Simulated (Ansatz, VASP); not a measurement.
ZnS in VASP and in Ansatz

File INCAR:

```
SYSTEM = ZnS
  ALGO = Normal
  EDIFF = 1E-6
  ENCUT = 520
  GGA = PE
  ISIF = 2
  ISMEAR = -1
  LASPH = .TRUE.
  LCHARG = .FALSE.
  LREAL = .FALSE.
  LWAVE = .FALSE.
  NBANDS = 26
  NELM = 60
  PREC = Accurate
  SIGMA = 0.02
```

KPOINTS

```
k-points
0
G
  12 12 4
  0 0 0
```

Contents of POSCAR:

```
ZnS
1.0
    3.9196143824      0.0000000000      0.0000000000
   -1.9598071912      3.3944856282      0.0000000000
    0.0000000000      0.0000000000      6.4313129044
Zn S
2 2
Direct
    0.3333333333      0.6666666667      0.0000487913
    0.6666666667      0.3333333333      0.5000487913
    0.3333333333      0.6666666667      0.3749512087
    0.6666666667      0.3333333333      0.8749512087
```

Input for Ansatz:

```yaml
crystal:
  lattice:
    - [3.9196143824, 0.0, 0.0]
    - [-1.9598071912, 3.3944856282, 0.0]
    - [0.0, 0.0, 6.4313129044]
  atoms:
    - { symbol: Zn, position: [0.3333333333, 0.6666666667, 4.87913e-05] }
    - { symbol: Zn, position: [0.6666666667, 0.3333333333, 0.5000487913] }
    - { symbol: S, position: [0.3333333333, 0.6666666667, 0.3749512087] }
    - { symbol: S, position: [0.6666666667, 0.3333333333, 0.8749512087] }
kpoints:
  mp_grid: { grid: [12, 12, 4] }
  band_path:
    path:
      - [0.0, 0.0, 0.0]
      - [0.5, 0.0, 0.0]
      - [0.3333333333, 0.3333333333, 0.0]
      - [0.0, 0.0, 0.5]
      - [0.5, 0.0, 0.5]
      - [0.3333333333, 0.3333333333, 0.5]
    npoints: 1
hamiltonian:
  xc: pbe
scf:
  occupations: { method: fermi_dirac, width: 0.02 }
  n_extra_bands: 5
output:
  forces: true
  stress: true
  eigenvalues: true
```

Change from the starting cell: hydrostatic strain +3.0%.

Alike in both runs: task single point; functional PBE; k mesh 12 × 12 × 4; occupations fermi-dirac, width 0.02 eV; no spin polarisation.

|  | VASP | Ansatz |
| --- | --- | --- |
| version | VASP 6.6.1 | Ansatz 0.2.0 |
| potentials or method | VASP PAW PBE potentials, release 64 (Zn, S) | plane waves, PAW |
| plane-wave cutoff (eV) | 520 | 420 |
| valence electrons in the cell | 36 | 36 |

Ansatz gave:

| Property | Result |
| --- | --- |
| gap on the k mesh at the Fermi level (eV) | 1.83 |
| pressure (GPa) | -3.5 |
| traceless stress, the component that is largest in VASP (GPa) | -0.11 |

Task: Which values does VASP return?

Result: gap on the k mesh at the Fermi level (eV): 1.83; pressure (GPa): -3.4; traceless stress, the component that is largest in VASP (GPa): -0.11.

With one functional, cell and mesh, what is left measures potentials, basis and numerics.
